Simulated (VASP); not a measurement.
## CdTe: relaxation of cell and atoms with LDA

CdTe:

```
Cd Te
1.0
     3.20500    3.20500    0.00000
    -3.20500    3.20500    0.00000
     0.00000    3.20500    3.20500
Cd Te
1 1
Direct
  0.00000 0.00000 0.00000
  0.75000 0.25000 0.50000
```

```json
{
  "Program": "VASP 6.6.1",
  "Task": "relaxation of cell and atoms",
  "Functional": "LDA",
  "Potentials or basis": "VASP PAW LDA potentials, release 64 (Cd, Te)",
  "Cutoff": "600 eV",
  "k mesh": "6 × 6 × 6",
  "Occupations": "gaussian, width 0.01 eV",
  "Spin": "no spin polarisation",
  "Target pressure": "4 GPa",
  "Dipole correction": "no",
  "Further INCAR settings": "ALGO = Normal; EDIFF = 1e-06; IBRION = 2; EDIFFG = -0.002; NSW = 100; ISIF = 3"
}
```

The relaxed volume is 30.76 Å³/atom and the relaxed cell is a = 4.431 Å, b = 4.431 Å, c = 4.431 Å, α = 60.00°, β = 60.00°, γ = 90.00°. The space group after relaxing (to 0.1 Å) is F-43m (No. 216) and the energy change on relaxing (the run minimises the enthalpy) is +26.8 meV/atom. The ionic steps are 6. The pressure after relaxing is 4.0 GPa. The band gap on the k mesh is 0.86 eV.

Step by step:
| step | energy change (eV) | largest force (eV/Å) | pressure (GPa) | volume (Å³) |
| --- | --- | --- | --- | --- |
| 1 | 0.0000 | 0.0000 | 0.22 | 65.84 |
| 2 | 0.1517 | 0.0000 | 7.36 | 58.72 |
| 3 | 0.0533 | 0.0000 | 3.97 | 61.54 |
| 4 | 0.0554 | 0.0000 | 4.07 | 61.46 |
| 5 | 0.0526 | 0.0000 | 3.96 | 61.57 |
| 6 | 0.0537 | 0.0000 | 4.00 | 61.53 |

Final structure:
```yaml
crystal:
  lattice:
    - [3.13334, 3.13334, 0.00000]
    - [-3.13334, 3.13334, 0.00000]
    - [0.00000, 3.13334, 3.13334]
  atoms:
    - { symbol: Cd, position: [0.00000, 0.00000, 0.00000] }
    - { symbol: Te, position: [0.75000, 0.25000, 0.50000] }
```

Levels at points of the mesh, in eV from the valence-band top:
```csv
k point,band 7,band 8,band 9,band 10,band 11,band 12
"(0.00, 0.00, 0.00)",0.00,0.00,0.00,0.86,4.41,4.41
"(0.50, 0.00, 0.00)",-5.12,-0.95,-0.95,1.75,5.04,5.04
"(0.50, 0.50, 0.00)",-4.90,-2.27,-2.27,2.20,2.50,9.22
```

Run time: 22 s on 1 thread of Intel(R) Xeon(R) 6975P-C (Granite Rapids) (shared host), peak memory 0.19 GiB.

Caveat: the cell is relaxed towards a set pressure, so the run minimises the enthalpy, not the energy; spin-orbit coupling is left out, which moves the levels of the heavy elements. LDA usually gives volumes a few per cent too small.
